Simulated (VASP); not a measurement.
**CdSe: single point with PBE**

CdSe:

```
CELL_PARAMETERS angstrom
4.58055 0.00000 0.00000
0.00000 4.58055 0.00000
0.00000 0.00000 6.47787
ATOMIC_POSITIONS crystal
Cd 0.00000 0.50000 0.00000
Cd 0.50000 0.00000 0.50000
Se 0.50000 0.50000 0.25000
Se 0.50000 0.50000 0.75000
```

```
Program             : VASP 6.6.1
Task                : single point
Functional          : PBE
Potentials or basis : VASP PAW PBE potentials, release 64 (Cd, Se)
Cutoff              : 520 eV
k mesh              : 4 × 4 × 4
Occupations         : gaussian, width 0.1 eV
Spin                : no spin polarisation
```

The pressure is -0.1 GPa and the band gap on the k mesh is zero (band 18 reaches 1.91 eV, above the bottom of band 19 at 1.13 eV).

Stress tensor (GPa, compression positive):
```
-2.30  0.00  0.00
 0.00 -2.30  0.00
 0.00  0.00  4.18
```

Levels at points of the mesh, in eV from the Fermi level:
```csv
k point,band 15,band 16,band 17,band 18,band 19,band 20,band 21,band 22
"(0.00, 0.00, 0.00)",-3.49,-1.97,-1.36,-1.36,-0.22,0.63,2.27,3.70
"(0.50, 0.00, 0.00)",-3.24,-3.19,-1.33,-0.22,0.14,0.18,2.55,3.60
"(0.50, 0.50, 0.00)",-5.08,-3.13,-3.13,-0.16,0.49,1.43,1.43,2.89
"(0.00, 0.00, 0.50)",-3.02,-3.02,-2.15,-2.15,-0.21,-0.21,2.76,2.76
"(0.50, 0.00, 0.50)",-3.35,-3.16,-2.96,-1.76,0.62,1.94,2.08,2.76
"(0.50, 0.50, 0.50)",-3.57,-3.57,-2.75,-2.75,0.81,0.81,2.49,2.49
```

It took 34 s on 1 thread of AMD EPYC 9R45 96-Core Processor (Zen 5) (shared host), peak memory 0.22 GiB.
